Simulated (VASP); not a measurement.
# La2Zr3O (P6mm) in VASP: single point with PBE

Aim: the single point of La2Zr3O with PBE.

Everything below comes from runs of VASP 6.6.1. Logs are shortened: lines on timing, memory, paths and dates and some standing lists are left out, and cuts for length are marked.

## (1) The cell of the first run

Symmetry: P6mm, No. 183, hexagonal system. The conventional cell has a = 5.781 Å, b = 5.781 Å, c = 4.270 Å, α = 90.00°, β = 90.00°, γ = 120.00°. Within 3.6 Å of La (site symmetry 3m) lie 6 Zr at 2.71 Å and 3 La at 3.34 Å and 3 O at 3.58 Å. Within 3.6 Å of Zr (site symmetry 2mm) lie 4 La at 2.71 Å and 4 Zr at 2.89 Å and 2 O at 3.01 Å. O (site symmetry 6mm) has 6 Zr at 3.01 Å and 6 La at 3.58 Å within 4.0 Å.

## (2) Single point, PBE

The input, INCAR:

```
ALGO     = Normal         # electronic algorithm
EDIFF    = 1E-6           # SCF threshold, eV
ENCUT    = 520            # plane-wave cutoff, eV
GGA      = PE             # functional
ISIF     = 2              # what is computed and relaxed
ISMEAR   = 0              # smearing method
LASPH    = T              # aspherical terms in the spheres
LCHARG   = T              # write CHGCAR
LELF     = T              # ELF
LREAL    = F              # projectors in reciprocal space
LVHAR    = T            
LWAVE    = F              # write WAVECAR
NBANDS   = 41             # bands
NELM     = 60             # most SCF steps
PREC     = Accurate       # precision mode
SIGMA    = 0.1            # smearing width, eV
```

The input, KPOINTS:

```
k-points
0
Gamma
  3 3 4
```

The input, POSCAR:

```
La2Zr3O
1.0
    5.7807811300      0.0000000000      0.0000000000
   -2.8903905700      5.0063033200      0.0000000000
    0.0000000000      0.0000000000      4.2695786400
La Zr O
2 3 1
Direct
    0.6666666700      0.3333333300      0.4961477200
    0.3333333300      0.6666666700      0.4961477200
    0.0000000000      0.5000000000      0.9950230700
    0.5000000000      0.0000000000      0.9950230700
    0.5000000000      0.5000000000      0.9950230700
    0.0000000000      0.0000000000      0.1926302600
```

Potentials or basis: VASP PAW PBE potentials, release 64 (La, Zr_sv, O).

On the command line:

```console
$ cat potpaw_PBE.64/La/POTCAR potpaw_PBE.64/Zr_sv/POTCAR potpaw_PBE.64/O/POTCAR > POTCAR
$ mpirun -np 1 vasp_std > vasp.out
```

OUTCAR:

```text
EDIFF = 1E-6
   ENCUT = 520
   GGA = PE
   ISIF = 2
   ISMEAR = 0
   LASPH = T
   LREAL = F
   NELM = 60
   PREC = Accurate

 ion  position               nearest neighbor table
   1  0.667  0.333  0.496-   3 2.71   4 2.71   5 2.71   3 2.71   4 2.71   5 2.71   2 3.34   2 3.34
                             2 3.34
   2  0.333  0.667  0.496-   3 2.71   4 2.71   5 2.71   3 2.71   4 2.71   5 2.71   1 3.34   1 3.34
                             1 3.34
   3  0.000  0.500  0.995-   1 2.71   2 2.71   1 2.71   2 2.71   5 2.89   5 2.89   4 2.89   4 2.89

   4  0.500  0.000  0.995-   1 2.71   2 2.71   1 2.71   2 2.71   3 2.89   3 2.89   5 2.89   5 2.89

   5  0.500  0.500  0.995-   1 2.71   2 2.71   1 2.71   2 2.71   3 2.89   3 2.89   4 2.89   4 2.89

   6  0.000  0.000  0.193-

  LATTYP: Found a hexagonal cell.
 ALAT       =     5.7807811300
 C/A-ratio  =     0.7385816110

  Lattice vectors:

 A1 = (   5.7807811300,   0.0000000000,   0.0000000000)
 A2 = (  -2.8903905700,   5.0063033200,   0.0000000000)
 A3 = (   0.0000000000,   0.0000000000,   4.2695786400)

Analysis of symmetry for initial positions (statically):
=====================================================================
 Subroutine PRICEL returns:
 Original cell was already a primitive cell.

 Routine SETGRP: Setting up the symmetry group for a
 hexagonal supercell.

 Subroutine GETGRP returns: Found 12 space group operations
 (whereof 12 operations were pure point group operations)
 out of a pool of 24 trial point group operations.

The static configuration has the point symmetry C_6v.

Analysis of symmetry for dynamics (positions and initial velocities):
=====================================================================
 Subroutine PRICEL returns:
 Original cell was already a primitive cell.

 Routine SETGRP: Setting up the symmetry group for a
 hexagonal supercell.

 Subroutine GETGRP returns: Found 12 space group operations
 (whereof 12 operations were pure point group operations)
 out of a pool of 24 trial point group operations.

The dynamic configuration has the point symmetry C_6v.

 Subroutine INISYM returns: Found 12 space group operations
 (whereof 12 operations are pure point group operations),
 and found     1 'primitive' translations

----------------------------------------------------------------------------------------

                                     Primitive cell

  volume of cell :     123.5631

  direct lattice vectors                    reciprocal lattice vectors
     5.780781130  0.000000000  0.000000000     0.172987003  0.099874093  0.000000000
    -2.890390570  5.006303320  0.000000000     0.000000000  0.199748185  0.000000000
     0.000000000  0.000000000  4.269578640     0.000000000  0.000000000  0.234215150

  length of vectors
     5.780781130  5.780781139  4.269578640     0.199748185  0.199748185  0.234215150

  position of ions in fractional coordinates (direct lattice)
     0.666666670  0.333333330  0.496147720
     0.333333330  0.666666670  0.496147720
     0.000000000  0.500000000  0.995023070
     0.500000000  0.000000000  0.995023070
     0.500000000  0.500000000  0.995023070
     0.000000000  0.000000000  0.192630260

  ion indices of the primitive-cell ions
   primitive index   ion index
                 1           1
                 2           2
                 3           3
                 4           4
                 5           5
                 6           6

----------------------------------------------------------------------------------------

 KPOINTS: k-points

Automatic generation of k-mesh.
 Grid dimensions read from file:
 generate k-points for:    3    3    4

 Generating k-lattice:

  Cartesian coordinates                     Fractional coordinates (reciprocal lattice)
     0.057662334  0.033291364  0.000000000     0.333333333 -0.000000000  0.000000000
     0.000000000  0.066582728  0.000000000     0.000000000  0.333333333  0.000000000
     0.000000000  0.000000000  0.058553787     0.000000000  0.000000000  0.250000000

  Length of vectors
     0.066582728  0.066582728  0.058553787

  Shift w.r.t. Gamma in fractional coordinates (k-lattice)
     0.000000000  0.000000000  0.000000000

 Subroutine IBZKPT returns following result:
 ===========================================

 Found      9 irreducible k-points:

 Following reciprocal coordinates:
            Coordinates               Weight
  0.000000  0.000000  0.000000      1.000000
  0.333333 -0.000000  0.000000      6.000000
  0.333333  0.333333  0.000000      2.000000
  0.000000  0.000000  0.250000      2.000000
  0.333333 -0.000000  0.250000     12.000000
  0.333333  0.333333  0.250000      4.000000
  0.000000  0.000000  0.500000      1.000000
  0.333333 -0.000000  0.500000      6.000000
  0.333333  0.333333  0.500000      2.000000
   k-points           NKPTS =      9   k-points in BZ     NKDIM =      9   number of bands    NBANDS=     41
   number of dos      NEDOS =    301   number of ions     NIONS =      6
   total plane-waves  NPLWV =  73728
   dimension x,y,z NGX =    48 NGY =   48 NGZ =   32
   dimension x,y,z NGXF=    96 NGYF=   96 NGZF=   64
   ions per type =               2   3   1
   NGX,Y,Z   is equivalent  to a cutoff of  13.80, 13.80, 12.46 a.u.
   NGXF,Y,Z  is equivalent  to a cutoff of  27.61, 27.61, 24.92 a.u.
 SYSTEM =  unknown system
   PREC   = accura    normal or accurate (medium, high low for compatibility)
   ISTART =      0    job   : 0-new  1-cont  2-samecut
   ICHARG =      2    charge: 1-file 2-atom 10-const
   ISPIN  =      1    spin polarized calculation?
   LNONCOLLINEAR =      F non collinear calculations
   LSORBIT =      F    spin-orbit coupling
   LASPH  =      T    aspherical Exc in radial PAW
   ENCUT  =  520.0 eV  38.22 Ry    6.18 a.u.  10.75 10.75  7.94*2*pi/ulx,y,z
   NELM   =     60;   NELMIN=  2; NELMDL= -5     # of ELM steps
   EDIFF  = 0.1E-05   stopping-criterion for ELM
   LREAL  =      F    real-space projection
   EDIFFG = 0.1E-04   stopping-criterion for IOM
   NSW    =      0    number of steps for IOM
   IBRION =     -1    ionic relax: 0-MD 1-quasi-New 2-CG
   NFREE  =      0    steps in history (QN), initial steepest desc. (CG)
   ISIF   =      2    stress and relaxation
   ISYM   =      2    0-nonsym 1-usesym 2-fastsym
   POTIM  = 0.5000    time-step for ionic-motion
   TEBEG  =    0.0;   TEEND  =   0.0 temperature during run
   PSTRESS=    0.0 pullay stress
   NELECT =      64.0000    total number of electrons
   NUPDOWN=      -1.0000    fix difference up-down
   EMIN   =  10.00;   EMAX   =-10.00  energy-range for DOS
   EFERMI =   0.00;   METHOD = LEGACY
   ISMEAR =     0;   SIGMA  =   0.10  broadening in eV -4-tet -1-fermi 0-gaus
   EFERMI_NEDOS =   21; number of points for ismear=-14 and -15
   IALGO  =     38    algorithm
   IMIX   =      4    mixing-type and parameters
     AMIX     =   0.40;   BMIX     =  1.00
     AMIX_MAG =   1.60;   BMIX_MAG =  1.00
  volume/ion in A,a.u.               =      20.59       138.97
  Fermi-wavevector in a.u.,A,eV,Ry     =   1.314736  2.484491 23.518092  1.728531
  Thomas-Fermi vector in A             =   2.444968
   LORBIT       =      0    0 simple, 1 ext, 2 COOP (PROOUT), +10 PAW based schemes
   GGA     = PE    functional components
   LHFCALC =     F    Hartree Fock is set to
   AEXX    =    0.0000 exact exchange contribution
   IVDW    =     0    specifies the selected vdW correction
   LEPSILON=     F    determine dielectric tensor
   LRPA    =     F    only Hartree local field effects (RPA)
 non-spin polarized calculation
 Gauss-broadening in eV      SIGMA  =   0.10
  energy-cutoff  :      520.00
  volume of cell :      123.56
 maximum number of plane-waves:      3375
 NGX is ok and might be reduce to    48
   NGX = 21   NGY = 21   NGZ = 15

 number of electron      64.0000000 magnetization

 Free energy of the ion-electron system (eV)
  ---------------------------------------------------
  ext. energy  EPLUGINS =         0.00000000
  ---------------------------------------------------
  free energy    TOTEN  =       -32.17705466 eV

  energy without entropy =      -32.16074222  energy(sigma->0) =      -32.16889844

 E-fermi :   9.7546     XC(G=0): -10.9499

 val. band max:        9.5928391755   @ k =   0.0000   0.0000   0.5000
 cond. band min:       9.7660217540   @ k =   0.3333   0.3333   0.2500
 fundamental gap:      0.1731825786
 Fermi energy:         9.7545556449

 k-point     1 :       0.0000    0.0000    0.0000
  band No.  band energies     occupation
      1     -38.6211      2.00000
      2     -38.3611      2.00000
      3     -38.3611      2.00000
      4     -22.2467      2.00000
      5     -22.2293      2.00000
      6     -17.3844      2.00000
[... 33 lines left out ...]
     40      11.9909      0.00000
     41      12.5387      0.00000

 k-point     2 :       0.3333   -0.0000    0.0000
  band No.  band energies     occupation
      1     -38.5675      2.00000
      2     -38.4176      2.00000
      3     -38.3613      2.00000
      4     -22.2299      2.00000
      5     -22.2183      2.00000
      6     -17.2777      2.00000
[... 33 lines left out ...]
     40      12.2979      0.00000
     41      12.4798      0.00000

 k-point     3 :       0.3333    0.3333    0.0000
  band No.  band energies     occupation
      1     -38.4932      2.00000
      2     -38.4932      2.00000
      3     -38.3615      2.00000
      4     -22.2172      2.00000
      5     -22.2172      2.00000
      6     -17.1262      2.00000
[... 33 lines left out ...]
     40      12.1094      0.00000
     41      12.1349      0.00000

 k-point     4 :       0.0000    0.0000    0.2500
  band No.  band energies     occupation
      1     -38.6168      2.00000
      2     -38.3594      2.00000
      3     -38.3594      2.00000
      4     -22.4640      2.00000
      5     -22.1010      2.00000
      6     -17.7097      2.00000
[... 165 lines left out ...]
     40      12.1273      0.00000
     41      12.1319      0.00000

 k-point     8 :       0.3333   -0.0000    0.5000
  band No.  band energies     occupation
      1     -38.5598      2.00000
      2     -38.4129      2.00000
      3     -38.3578      2.00000
      4     -22.5238      2.00000
      5     -22.1224      2.00000
      6     -17.7399      2.00000
[... 33 lines left out ...]
     40      11.5836      0.00000
     41      12.1683      0.00000

 k-point     9 :       0.3333    0.3333    0.5000
  band No.  band energies     occupation
      1     -38.4870      2.00000
      2     -38.4870      2.00000
      3     -38.3580      2.00000
      4     -22.3313      2.00000
      5     -22.3313      2.00000
      6     -17.2779      2.00000
[... 33 lines left out ...]
     40      11.9747      0.00000
     41      11.9850      0.00000

------------------------ aborting loop because EDIFF is reached ----------------------------------------

  FORCE on cell =-STRESS in cart. coord.  units (eV):
  Direction    XX          YY          ZZ          XY          YZ          ZX
  --------------------------------------------------------------------------------------
  -------------------------------------------------------------------------------------
  Total        8.7794832      8.7794832     33.8672581     -0.0000000     -0.0000000      0.0000000
  in kB      113.8389366    113.8389370    439.1389083     -0.0000001     -0.0000000      0.0000000
  external PRESSURE =     222.2722606 kB  Pullay stress =       0.0000000 kB

 VOLUME and BASIS-vectors are now :
 -----------------------------------------------------------------------------
  energy-cutoff  :      520.00
  volume of cell :      123.56
      direct lattice vectors                 reciprocal lattice vectors
     5.780781130  0.000000000  0.000000000     0.172987003  0.099874093  0.000000000
    -2.890390570  5.006303320  0.000000000     0.000000000  0.199748185  0.000000000
     0.000000000  0.000000000  4.269578640     0.000000000  0.000000000  0.234215150

 POSITION                                       TOTAL-FORCE (eV/Angst)
 -----------------------------------------------------------------------------------
      2.89039      1.66877      2.11834         0.000000     -0.000000     -0.266190
     -0.00000      3.33754      2.11834        -0.000000      0.000000     -0.266190
     -1.44520      2.50315      4.24833         0.000000     -0.000000      0.481479
      2.89039      0.00000      4.24833         0.000000     -0.000000      0.481479
      1.44520      2.50315      4.24833         0.000000     -0.000000      0.481479
      0.00000      0.00000      0.82245         0.000000     -0.000000     -0.912058
 -----------------------------------------------------------------------------------
    total drift:                                0.000000      0.000000      0.000804

  FREE ENERGIE OF THE ION-ELECTRON SYSTEM (eV)
  ---------------------------------------------------
  free  energy   TOTEN  =       -32.1770546629 eV

  energy  without entropy=      -32.1607422151  energy(sigma->0) =      -32.16889844
```

Wall time 33 s (1 thread of Intel Xeon 6975P-C (Granite Rapids), shared host); peak memory 0.27 GiB.

Results:

```yaml
Free_energy: -32.1771 eV
Pressure: 22.2 GPa
Largest_force: 0.912 eV/Å
Band_gap_on_the_k_mesh: zero (band 32 reaches 10.95 eV, above the bottom of band 33 at 9.16 eV)
```

Forces in eV/Å, atoms in the order of the input:
```
La   0.000  0.000 -0.266
La   0.000  0.000 -0.266
Zr   0.000  0.000  0.481
Zr   0.000  0.000  0.481
Zr   0.000  0.000  0.481
O    0.000  0.000 -0.912
```

Levels at points of the mesh, in eV from the Fermi level:
```
           k point  band 28  band 29  band 30  band 31  band 32  band 33  band 34  band 35  band 36  band 37
(0.00, 0.00, 0.00)    -1.81    -1.78    -1.78     0.34     1.19     1.19     1.27     1.27     2.12     2.12
(0.00, 0.00, 0.50)    -2.06    -0.72    -0.72    -0.59    -0.59    -0.16     0.49     1.27     1.27     1.50
```

Caveat: the k points lie up to 0.42 Å⁻¹ apart; spin-orbit coupling is left out, which moves the levels of the heavy elements.
